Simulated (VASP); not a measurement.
# MnCd3Sn (Pm-3m) in VASP: single point with r2SCAN

Aim: the single point of MnCd3Sn with r2SCAN.

Everything below comes from runs of VASP 6.6.1. Logs are shortened: lines on timing, memory, paths and dates and some standing lists are left out, and cuts for length are marked.

## 1. The cell of the first run

The structure is cubic, space group Pm-3m (No. 221). The conventional cell has a = 5.456 Å, b = 5.456 Å, c = 5.456 Å, α = 90.00°, β = 90.00°, γ = 90.00°. Within 3.6 Å of Sn (site symmetry m-3m) lie 6 Cd at 2.73 Å. Within 3.6 Å of Cd (site symmetry 4/mmm) lie 2 Sn at 2.73 Å. Mn (site symmetry m-3m) has 12 Cd at 3.86 Å and 8 Sn at 4.72 Å within 5.1 Å.

## 2. Single point, r2SCAN

File POSCAR:

```
MnCd3Sn
1.0
    5.4559589900      0.0000000000      0.0000000000
    0.0000000000      5.4559589900      0.0000000000
    0.0000000000      0.0000000000      5.4559589900
Sn Cd Mn
1 3 1
Direct
    0.5000000000      0.5000000000      0.5000000000
    0.0000000000      0.5000000000      0.5000000000
    0.5000000000      0.0000000000      0.5000000000
    0.5000000000      0.5000000000      0.0000000000
    0.0000000000      0.0000000000      0.0000000000
```

File INCAR.step1:

```
ALGO     = Normal         # electronic algorithm
EDIFF    = 1E-4           # SCF threshold, eV
ENCUT    = 520            # plane-wave cutoff, eV
GGA      = PE             # functional
ISMEAR   = -5             # smearing method
LASPH    = T              # aspherical terms in the spheres
LCHARG   = F              # write CHGCAR
LMAXMIX  = 4              # l up to which the mixer works
LREAL    = F              # projectors in reciprocal space
LWAVE    = T              # write WAVECAR
NBANDS   = 40             # bands
NELM     = 100            # most SCF steps
PREC     = Accurate       # precision mode
SIGMA    = 0.1            # smearing width, eV
```

File INCAR.step2:

```
ALGO     = Normal         # electronic algorithm
EDIFF    = 1E-6           # SCF threshold, eV
ENCUT    = 520            # plane-wave cutoff, eV
ISIF     = 2              # what is computed and relaxed
ISMEAR   = -1             # smearing method
ISTART   = 1            
LASPH    = T              # aspherical terms in the spheres
LCHARG   = F              # write CHGCAR
LMAXMIX  = 4              # l up to which the mixer works
LMIXTAU  = T            
LORBIT   = 11             # projections on sites
LREAL    = F              # projectors in reciprocal space
LWAVE    = F              # write WAVECAR
METAGGA  = R2SCAN         # meta-GGA
NBANDS   = 40             # bands
NELM     = 100            # most SCF steps
PREC     = Accurate       # precision mode
SIGMA    = 0.1            # smearing width, eV
```

File KPOINTS:

```
k-points
0
Gamma
  6 6 6
```

Potentials or basis: VASP PAW PBE potentials, release 64 (Sn_d, Cd, Mn_pv).

Launch:

```console
$ cat potpaw_PBE.64/Sn_d/POTCAR potpaw_PBE.64/Cd/POTCAR potpaw_PBE.64/Mn_pv/POTCAR > POTCAR
$ cp INCAR.step1 INCAR
$ mpirun -np 1 vasp_std > vasp.out
$ cp INCAR.step2 INCAR
$ mpirun -np 1 vasp_std > vasp.out
```

OUTCAR:

```text
EDIFF = 1E-6
   ENCUT = 520
   ISIF = 2
   ISMEAR = -1
   ISTART = 1
   LASPH = T
   LORBIT = 11
   LREAL = F
   METAGGA = R2SCAN
   NELM = 100
   PREC = Accurate

 ion  position               nearest neighbor table
   1  0.500  0.500  0.500-   2 2.73   3 2.73   4 2.73   4 2.73   3 2.73   2 2.73
   2  0.000  0.500  0.500-   1 2.73   1 2.73
   3  0.500  0.000  0.500-   1 2.73   1 2.73
   4  0.500  0.500  0.000-   1 2.73   1 2.73
   5  0.000  0.000  0.000-

  LATTYP: Found a simple cubic cell.
 ALAT       =     5.4559589900

  Lattice vectors:

 A1 = (   5.4559589900,   0.0000000000,   0.0000000000)
 A2 = (   0.0000000000,   5.4559589900,   0.0000000000)
 A3 = (   0.0000000000,   0.0000000000,   5.4559589900)

Analysis of symmetry for initial positions (statically):
=====================================================================
 Subroutine PRICEL returns:
 Original cell was already a primitive cell.

 Routine SETGRP: Setting up the symmetry group for a
 simple cubic supercell.

 Subroutine GETGRP returns: Found 48 space group operations
 (whereof 48 operations were pure point group operations)
 out of a pool of 48 trial point group operations.

The static configuration has the point symmetry O_h .

Analysis of symmetry for dynamics (positions and initial velocities):
=====================================================================
 Subroutine PRICEL returns:
 Original cell was already a primitive cell.

 Routine SETGRP: Setting up the symmetry group for a
 simple cubic supercell.

 Subroutine GETGRP returns: Found 48 space group operations
 (whereof 48 operations were pure point group operations)
 out of a pool of 48 trial point group operations.

The dynamic configuration has the point symmetry O_h .

 Subroutine INISYM returns: Found 48 space group operations
 (whereof 48 operations are pure point group operations),
 and found     1 'primitive' translations

----------------------------------------------------------------------------------------

                                     Primitive cell

  volume of cell :     162.4102

  direct lattice vectors                    reciprocal lattice vectors
     5.455958990  0.000000000  0.000000000     0.183285835  0.000000000  0.000000000
     0.000000000  5.455958990  0.000000000     0.000000000  0.183285835  0.000000000
     0.000000000  0.000000000  5.455958990     0.000000000  0.000000000  0.183285835

  length of vectors
     5.455958990  5.455958990  5.455958990     0.183285835  0.183285835  0.183285835

  position of ions in fractional coordinates (direct lattice)
     0.500000000  0.500000000  0.500000000
     0.000000000  0.500000000  0.500000000
     0.500000000  0.000000000  0.500000000
     0.500000000  0.500000000  0.000000000
     0.000000000  0.000000000  0.000000000

  ion indices of the primitive-cell ions
   primitive index   ion index
                 1           1
                 2           2
                 3           3
                 4           4
                 5           5

----------------------------------------------------------------------------------------

 KPOINTS: k-points

Automatic generation of k-mesh.
 Grid dimensions read from file:
 generate k-points for:    6    6    6

 Generating k-lattice:

  Cartesian coordinates                     Fractional coordinates (reciprocal lattice)
     0.030547639  0.000000000  0.000000000     0.166666667  0.000000000  0.000000000
     0.000000000  0.030547639  0.000000000     0.000000000  0.166666667  0.000000000
     0.000000000  0.000000000  0.030547639     0.000000000  0.000000000  0.166666667

  Length of vectors
     0.030547639  0.030547639  0.030547639

  Shift w.r.t. Gamma in fractional coordinates (k-lattice)
     0.000000000  0.000000000  0.000000000

 Subroutine IBZKPT returns following result:
 ===========================================

 Found     20 irreducible k-points:

 Following reciprocal coordinates:
            Coordinates               Weight
  0.000000  0.000000  0.000000      1.000000
  0.166667  0.000000  0.000000      6.000000
  0.333333  0.000000  0.000000      6.000000
  0.500000  0.000000  0.000000      3.000000
  0.166667  0.166667  0.000000     12.000000
  0.333333  0.166667  0.000000     24.000000
[... 12 lines left out ...]
  0.500000  0.500000  0.333333      6.000000
  0.500000  0.500000  0.500000      1.000000
   k-points           NKPTS =     20   k-points in BZ     NKDIM =     20   number of bands    NBANDS=     40
   number of dos      NEDOS =    301   number of ions     NIONS =      5
   total plane-waves  NPLWV =  74088
   dimension x,y,z NGX =    42 NGY =   42 NGZ =   42
   dimension x,y,z NGXF=    84 NGYF=   84 NGZF=   84
   ions per type =               1   3   1
   NGX,Y,Z   is equivalent  to a cutoff of  12.80, 12.80, 12.80 a.u.
   NGXF,Y,Z  is equivalent  to a cutoff of  25.60, 25.60, 25.60 a.u.
 SYSTEM =  unknown system
   PREC   = accura    normal or accurate (medium, high low for compatibility)
   ISTART =      1    job   : 0-new  1-cont  2-samecut
   ICHARG =      0    charge: 1-file 2-atom 10-const
   ISPIN  =      1    spin polarized calculation?
   LNONCOLLINEAR =      F non collinear calculations
   LSORBIT =      F    spin-orbit coupling
   LASPH  =      T    aspherical Exc in radial PAW
   ENCUT  =  520.0 eV  38.22 Ry    6.18 a.u.  10.14 10.14 10.14*2*pi/ulx,y,z
   NELM   =    100;   NELMIN=  2; NELMDL=  0     # of ELM steps
   EDIFF  = 0.1E-05   stopping-criterion for ELM
   LREAL  =      F    real-space projection
   EDIFFG = 0.1E-04   stopping-criterion for IOM
   NSW    =      0    number of steps for IOM
   IBRION =     -1    ionic relax: 0-MD 1-quasi-New 2-CG
   NFREE  =      0    steps in history (QN), initial steepest desc. (CG)
   ISIF   =      2    stress and relaxation
   ISYM   =      2    0-nonsym 1-usesym 2-fastsym
   POTIM  = 0.5000    time-step for ionic-motion
   TEBEG  =    0.0;   TEEND  =   0.0 temperature during run
   PSTRESS=    0.0 pullay stress
   NELECT =      63.0000    total number of electrons
   NUPDOWN=      -1.0000    fix difference up-down
   EMIN   =  10.00;   EMAX   =-10.00  energy-range for DOS
   EFERMI =   0.00;   METHOD = LEGACY
   ISMEAR =    -1;   SIGMA  =   0.10  broadening in eV -4-tet -1-fermi 0-gaus
   EFERMI_NEDOS =   21; number of points for ismear=-14 and -15
   IALGO  =     38    algorithm
   IMIX   =      4    mixing-type and parameters
     AMIX     =   0.40;   BMIX     =  1.00
     AMIX_MAG =   1.60;   BMIX_MAG =  1.00
  volume/ion in A,a.u.               =      32.48       219.20
  Fermi-wavevector in a.u.,A,eV,Ry     =   1.193944  2.256227 19.395132  1.425502
  Thomas-Fermi vector in A             =   2.329946
   LORBIT       =     11    0 simple, 1 ext, 2 COOP (PROOUT), +10 PAW based schemes
   METAGGA = R2SCAN    functional components
   LHFCALC =     F    Hartree Fock is set to
   AEXX    =    0.0000 exact exchange contribution
   IVDW    =     0    specifies the selected vdW correction
   LEPSILON=     F    determine dielectric tensor
   LRPA    =     F    only Hartree local field effects (RPA)
 non-spin polarized calculation
  energy-cutoff  :      520.00
  volume of cell :      162.41
 maximum number of plane-waves:      4416
 NGX is ok and might be reduce to    42

 number of electron      62.9999968 magnetization

 Free energy of the ion-electron system (eV)
  ---------------------------------------------------
  ext. energy  EPLUGINS =         0.00000000
  ---------------------------------------------------
  free energy    TOTEN  =       -91.19453472 eV

  energy without entropy =      -90.63707032  energy(sigma->0) =      -90.91580252

 E-fermi :   1.8698     XC(G=0):  -9.3694

 val. band max:        1.8694317349   @ k =   0.5000   0.5000   0.3333
 cond. band min:       1.8704459191   @ k =   0.3333   0.0000   0.0000
 fundamental gap:      0.0010141842
 Fermi energy:         1.8697961053

 k-point     1 :       0.0000    0.0000    0.0000
  band No.  band energies     occupation
      1     -47.2612      2.00000
      2     -47.2612      2.00000
      3     -47.2612      2.00000
      4     -20.5477      2.00000
      5     -20.5477      2.00000
      6     -20.4353      2.00000
[... 32 lines left out ...]
     39       5.7799      0.00000
     40       6.4477      0.00000

 k-point     2 :       0.1667    0.0000    0.0000
  band No.  band energies     occupation
      1     -47.2612      2.00000
      2     -47.2612      2.00000
      3     -47.2612      2.00000
      4     -20.5477      2.00000
      5     -20.5425      2.00000
      6     -20.4353      2.00000
[... 32 lines left out ...]
     39       5.9788      0.00000
     40       6.2491      0.00000

 k-point     3 :       0.3333    0.0000    0.0000
  band No.  band energies     occupation
      1     -47.2612      2.00000
      2     -47.2612      2.00000
      3     -47.2612      2.00000
      4     -20.5477      2.00000
      5     -20.5322      2.00000
      6     -20.4353      2.00000
[... 32 lines left out ...]
     39       5.3753      0.00000
     40       6.4332      0.00000

 k-point     4 :       0.5000    0.0000    0.0000
  band No.  band energies     occupation
      1     -47.2612      2.00000
      2     -47.2612      2.00000
      3     -47.2612      2.00000
      4     -20.5477      2.00000
      5     -20.5270      2.00000
      6     -20.4353      2.00000
[... 32 lines left out ...]
     39       6.7001      0.00000
     40       6.7001      0.00000
[... 600 lines left out ...]
     39       7.2535      0.00000
     40       8.1564      0.00000

 k-point    19 :       0.5000    0.5000    0.3333
  band No.  band energies     occupation
      1     -47.2612      2.00000
      2     -47.2612      2.00000
      3     -47.2612      2.00000
      4     -20.5216      2.00000
      5     -20.5164      2.00000
      6     -20.4316      2.00000
[... 32 lines left out ...]
     39       7.6812      0.00000
     40       7.7817      0.00000

 k-point    20 :       0.5000    0.5000    0.5000
  band No.  band energies     occupation
      1     -47.2612      2.00000
      2     -47.2612      2.00000
      3     -47.2612      2.00000
      4     -20.5164      2.00000
      5     -20.5164      2.00000
      6     -20.4310      2.00000
[... 32 lines left out ...]
     39       8.0228      0.00000
     40       8.0228      0.00000

------------------------ aborting loop because EDIFF is reached ----------------------------------------

  FORCE on cell =-STRESS in cart. coord.  units (eV):
  Direction    XX          YY          ZZ          XY          YZ          ZX
  --------------------------------------------------------------------------------------
  -------------------------------------------------------------------------------------
  Total       -1.3243420     -1.3243420     -1.3243420     -0.0000000      0.0000000     -0.0000000
  in kB      -13.0646399    -13.0646399    -13.0646399     -0.0000000      0.0000000     -0.0000000
  external PRESSURE =     -13.0646399 kB  Pullay stress =       0.0000000 kB

 VOLUME and BASIS-vectors are now :
 -----------------------------------------------------------------------------
  energy-cutoff  :      520.00
  volume of cell :      162.41
      direct lattice vectors                 reciprocal lattice vectors
     5.455958990  0.000000000  0.000000000     0.183285835  0.000000000  0.000000000
     0.000000000  5.455958990  0.000000000     0.000000000  0.183285835  0.000000000
     0.000000000  0.000000000  5.455958990     0.000000000  0.000000000  0.183285835

 POSITION                                       TOTAL-FORCE (eV/Angst)
 -----------------------------------------------------------------------------------
      2.72798      2.72798      2.72798         0.000000      0.000000      0.000000
      0.00000      2.72798      2.72798         0.000000      0.000000      0.000000
      2.72798      0.00000      2.72798         0.000000      0.000000      0.000000
      2.72798      2.72798      0.00000         0.000000      0.000000      0.000000
      0.00000      0.00000      0.00000         0.000000      0.000000      0.000000
 -----------------------------------------------------------------------------------
    total drift:                                0.000000     -0.000000     -0.000000

  FREE ENERGIE OF THE ION-ELECTRON SYSTEM (eV)
  ---------------------------------------------------
  free  energy   TOTEN  =       -91.1945347235 eV

  energy  without entropy=      -90.6370703221  energy(sigma->0) =      -90.91580252

 total charge

# of ion       s       p       d       tot
------------------------------------------
    1        1.155   1.354   9.979  12.489
    2        0.572   0.212   9.512  10.297
    3        0.572   0.212   9.512  10.297
    4        0.572   0.212   9.512  10.297
    5        0.283   6.001   5.078  11.362
--------------------------------------------------
tot          3.155   7.993  43.594  54.743
```

Run time: 7.7 min. Hardware: 1 thread of Intel Xeon Platinum 8488C (Sapphire Rapids), shared host; peak memory 0.36 GiB.

What came out:

```yaml
Free_energy: -91.1945 eV
Pressure: -1.3 GPa
Band_gap_on_the_k_mesh: zero (an odd number of electrons rules out a gap without spin polarisation)
Valence_electrons_inside_the_program's_atomic_spheres: Sn 12.49; Cd 10.30; Mn 11.36
```

Caveat: the PAW data sets were made with another functional, which shifts forces and pressure a little; spin-orbit coupling is left out, which moves the levels of the heavy elements; the run has no spin polarisation, though such a crystal can be magnetic. Spin polarisation is off, so any magnetic state and its effect on volume and gap are missing.
